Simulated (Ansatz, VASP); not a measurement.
**Mg2ZnS3 in VASP and in Ansatz**

The input INCAR:

```
SYSTEM = Mg2ZnS3
PREC = Accurate ; ENCUT = 600
EDIFF = 1E-6 ; ISMEAR = 0
SIGMA = 0.1 ; LREAL = .FALSE.
LASPH = .TRUE. ; NELM = 100
ALGO = Normal ; ISIF = 3
LWAVE = .FALSE. ; LCHARG = .FALSE.
GGA = PE ; IBRION = 2
NSW = 100 ; EDIFFG = -0.01
```

File KPOINTS:

```
Automatic mesh
0
G
  6 6 10
  0 0 0
```

Contents of POSCAR:

```
Mg2ZnS3
1.0
    6.4370501682      0.0000000000      0.0000000000
   -3.2185250841      5.5746489711      0.0000000000
    0.0000000000      0.0000000000      3.5752294699
Mg Zn S
2 1 3
Direct
    0.3333333333      0.6666666667      0.0000000000
    0.6666666667      0.3333333333      0.0000000000
    0.0000000000      0.0000000000      0.0000000000
    0.5000000000      0.0000000000      0.5000000000
    0.0000000000      0.5000000000      0.5000000000
    0.5000000000      0.5000000000      0.5000000000
```

Input for Ansatz:

```yaml
crystal:
  lattice:
    - [6.4370501682, 0.0, 0.0]
    - [-3.2185250841, 5.5746489711, 0.0]
    - [0.0, 0.0, 3.5752294699]
  atoms:
    - { symbol: Mg, position: [0.3333333333, 0.6666666667, 0.0] }
    - { symbol: Mg, position: [0.6666666667, 0.3333333333, 0.0] }
    - { symbol: Zn, position: [0.0, 0.0, 0.0] }
    - { symbol: S, position: [0.5, 0.0, 0.5] }
    - { symbol: S, position: [0.0, 0.5, 0.5] }
    - { symbol: S, position: [0.5, 0.5, 0.5] }
basis:
  ecutwfc: 420
kpoints:
  mp_grid: { grid: [6, 6, 10] }
hamiltonian:
  xc: pbe
scf:
  occupations: { method: gaussian, width: 0.1 }
output:
  forces: true
  stress: true
  eigenvalues: true
relax:
  adjacent_minimum: "off"
  f_tol: 0.01
  max_steps: 80
  cell: { stress_tol: 0.05 }
```

Change from the starting cell: species swapped into the NdGa2Pt3 type (P6/mmm, No. 191).

Alike in both runs: task relaxation of cell and atoms; functional PBE; k mesh 6 × 6 × 10; occupations gaussian, width 0.1 eV; no spin polarisation.

|  | VASP | Ansatz |
| --- | --- | --- |
| version | VASP 6.6.1 | Ansatz 0.2.0 |
| potentials or method | VASP PAW PBE potentials, release 64 (Mg, Zn, S), cutoff 600 eV | scalar-relativistic, plane waves, PAW |
| valence electrons in the cell | 34 | 50 |

Ansatz gave:

| Quantity | Value |
| --- | --- |
| gap on the k mesh at the Fermi level, each at its own relaxed structure (eV) | none |
| relaxed volume (Å³/atom) | 21.58 |
| relaxed cell length with the largest relative difference (Å) | 3.534 |

Which values does VASP return?

gap on the k mesh at the Fermi level, each at its own relaxed structure (eV): none; relaxed volume (Å³/atom): 21.52; relaxed cell length with the largest relative difference (Å): 3.529.

A gap of «none» marks a metal or a gap that the smearing closes. VASP's potentials hold 34 valence electrons a cell and Ansatz's 50, so a difference there can come from the potentials and not from the codes.
